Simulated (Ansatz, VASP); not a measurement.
**Two plane-wave programs on Al2Cu**

File INCAR:

```
SYSTEM = Al2Cu
ALGO = Fast
EDIFF = 1E-6
ENCUT = 520
GGA = PE
ISIF = 2
ISMEAR = 0
LASPH = .True.
LCHARG = .True.
LELF = .True.
LREAL = .False.
LVHAR = .True.
LWAVE = .False.
NBANDS = 26
NELM = 100
PREC = Accurate
SIGMA = 0.15
```

Contents of KPOINTS:

```
k-points
0
Gamma
  10 10 10
  0 0 0
```

Contents of POSCAR:

```
Al2Cu
1.0
   -3.1169500000      3.1169500000      2.4901000000
    3.1169500000     -3.1169500000      2.4901000000
    3.1169500000      3.1169500000     -2.4901000000
Al Cu
4 2
Direct
    0.1587211657      0.6587211657      0.8174423314
    0.6587211657      0.8412788343      0.5000000000
    0.8412788343      0.3412788343      0.1825576686
    0.3412788343      0.1587211657      0.5000000000
    0.7500000000      0.7500000000      0.0000000000
    0.2500000000      0.2500000000      0.0000000000
```

Input for Ansatz:

```yaml
crystal:
  lattice:
    - [-3.11695, 3.11695, 2.4901]
    - [3.11695, -3.11695, 2.4901]
    - [3.11695, 3.11695, -2.4901]
  atoms:
    - { symbol: Al, position: [0.1587211657, 0.6587211657, 0.8174423314] }
    - { symbol: Al, position: [0.6587211657, 0.8412788343, 0.5] }
    - { symbol: Al, position: [0.8412788343, 0.3412788343, 0.1825576686] }
    - { symbol: Al, position: [0.3412788343, 0.1587211657, 0.5] }
    - { symbol: Cu, position: [0.75, 0.75, 0.0] }
    - { symbol: Cu, position: [0.25, 0.25, 0.0] }
basis:
  ecutwfc: 520.0
kpoints:
  mp_grid: { grid: [10, 10, 10] }
hamiltonian:
  xc: pbe
  pseudopotentials: { kind: paw, azcp: { folder: soft_1 } }
scf:
  occupations: { method: gaussian, width: 0.15 }
output:
  forces: true
  stress: true
  eigenvalues: true
```

Alike in both runs: task single point; functional PBE; k mesh 10 × 10 × 10; occupations gaussian, width 0.15 eV; no spin polarisation.

|  | VASP | Ansatz |
| --- | --- | --- |
| version | VASP 6.6.1 | Ansatz 0.2.0 |
| potentials or method | VASP PAW PBE potentials, release 64 (Al, Cu), cutoff 520 eV | scalar-relativistic, plane waves, PAW |
| valence electrons in the cell | 34 | 50 |

Ansatz gave:

* gap on the k mesh at the Fermi level (eV): none
* pressure (GPa): -6.6
* traceless stress, the component that is largest in VASP (GPa): 0.68
* rms of the force components (eV/Å): 0.006

Question: Estimate VASP's values.

Answer: gap on the k mesh at the Fermi level (eV): none; pressure (GPa): -6.5; traceless stress, the component that is largest in VASP (GPa): 0.71; rms of the force components (eV/Å): 0.004.

Atom by atom the forces differ by 0.002 eV/Å (rms over components). A gap of «none» marks a metal or a gap that the smearing closes. VASP's potentials hold 34 valence electrons a cell and Ansatz's 50, so a difference there can come from the potentials and not from the codes.
